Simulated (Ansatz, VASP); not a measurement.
# Two plane-wave programs on AgBr

Contents of INCAR:

```
SYSTEM = AgBr
PREC = Accurate
ENCUT = 500
EDIFF = 1E-6
ISMEAR = 0
SIGMA = 0.01
LREAL = .FALSE.
LASPH = .TRUE.
NELM = 120
ALGO = Normal
ISIF = 2
LWAVE = .FALSE.
LCHARG = .FALSE.
GGA = PE
NBANDS = 16
GGA_COMPAT = .FALSE.
```

KPOINTS

```
regular mesh
0
G
  6 6 6
  0 0 0
```

The input POSCAR:

```
AgBr
1.0
    0.0000000000      2.9200234446      2.9200234446
    2.9200234446      0.0000000000      2.9200234446
    2.9200234446      2.9200234446      0.0000000000
Ag Br
1 1
Direct
    0.0000000000      0.0000000000      0.0000000000
    0.5000000000      0.5000000000      0.5000000000
```

Input for Ansatz:

```yaml
crystal:
  lattice:
    - [0.0, 2.9200234446, 2.9200234446]
    - [2.9200234446, 0.0, 2.9200234446]
    - [2.9200234446, 2.9200234446, 0.0]
  atoms:
    - { symbol: Ag, position: [0.0, 0.0, 0.0] }
    - { symbol: Br, position: [0.5, 0.5, 0.5] }
kpoints:
  mp_grid: { grid: [6, 6, 6] }
hamiltonian:
  xc: pbe
scf:
  occupations: { method: fixed }
  n_extra_bands: 4
output:
  forces: true
  stress: true
  eigenvalues: true
```

Alike in both runs: task single point; functional PBE; k mesh 6 × 6 × 6; no spin polarisation.

|  | VASP | Ansatz |
| --- | --- | --- |
| version | VASP 6.6.1 | Ansatz 0.2.0 |
| potentials or method | VASP PAW PBE potentials, release 64 (Ag, Br) | plane waves, PAW |
| plane-wave cutoff (eV) | 500 | 420 |
| occupations | gaussian, width 0.01 eV | fixed |
| valence electrons in the cell | 18 | 26 |

```csv
,VASP,Ansatz,Ansatz less VASP
gap on the k mesh at the Fermi level (eV),0.69,0.69,+0.001
pressure (GPa),0.0,0.0,+0.03
```

VASP's potentials hold 18 valence electrons a cell and Ansatz's 26, so a difference there can come from the potentials and not from the codes.
